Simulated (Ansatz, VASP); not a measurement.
**Two plane-wave programs on AlCo**

```
Al Co
1.0
     2.94423    0.00000    0.00000
     0.00000    2.94423    0.00000
     0.00000    0.00000    2.94423
Al Co
1 1
Direct
  0.00000 0.00000 0.00000
  0.50000 0.50000 0.50000
```

Alike in both runs: task single point; functional PBE; k mesh 20 × 20 × 20; occupations gaussian, width 0.1 eV; no spin polarisation.

```csv
,VASP,Ansatz
version,VASP 6.6.1,Ansatz 0.2.0
potentials or method,"VASP PAW PBE potentials, release 64 (Al, Co), cutoff 520 eV","scalar-relativistic, plane waves, PAW"
valence electrons in the cell,12,20
```

VASP gave:

```
gap on the k mesh at the Fermi level (eV) : none
pressure (GPa)                            : -13.9
```

Problem. Estimate Ansatz's values.

Solution. gap on the k mesh at the Fermi level (eV): none; pressure (GPa): -14.0.

A gap of «none» marks a metal or a gap that the smearing closes. VASP's potentials hold 12 valence electrons a cell and Ansatz's 20, so a difference there can come from the potentials and not from the codes.
